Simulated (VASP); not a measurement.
Wanted: the native input for a VASP 6.6.1 run.

- Task: single point
- Functional: PBE
- Potentials or basis: VASP PAW PBE potentials, release 64 (Nb_sv)
- Cutoff: 520 eV
- k mesh: 13 × 13 × 13
- Occupations: fermi-dirac, width 0.05 eV
- Spin: no spin polarisation
- Dipole correction: no
- Further INCAR settings: ALGO = Normal; EDIFF = 1e-07; NBANDS = 20

The structure of Nb lies in POSCAR:

```
Nb
1.0
    0.0000000000      2.6022887740      2.6022887740
    2.6022887740      0.0000000000      2.6022887740
    2.6022887740      2.6022887740      0.0000000000
Nb
2
Direct
   -0.1250000000     -0.1250000000     -0.1250000000
    0.1250000000      0.1250000000      0.1250000000
```

One way to write it, as run:

INCAR

```
SYSTEM = Nb
PREC = Accurate
ENCUT = 520
EDIFF = 1E-7
ISMEAR = -1
SIGMA = 0.05
LREAL = .False.
LASPH = .True.
NELM = 100
ALGO = Normal
ISIF = 2
LWAVE = .False.
LCHARG = .True.
GGA = PE
LELF = .True.
LVHAR = .True.
NBANDS = 20
```

KPOINTS

```
Automatic mesh
0
Gamma
  13 13 13
  0 0 0
```

Potentials or basis: VASP PAW PBE potentials, release 64 (Nb_sv).

Run with:

```bash
$ cat potpaw_PBE.64/Nb_sv/POTCAR > POTCAR
$ mpirun -np 1 vasp_std > vasp.out
```

It gave:

| Item | Value |
| --- | --- |
| Pressure | 55.2 GPa |
| Band gap on the k mesh | zero (band 13 reaches 12.55 eV, above the bottom of band 14 at 9.98 eV) |

Run time: 29 s on 1 thread of Intel(R) Xeon(R) 6975P-C (Granite Rapids), on a shared host, peak memory 0.19 GiB.
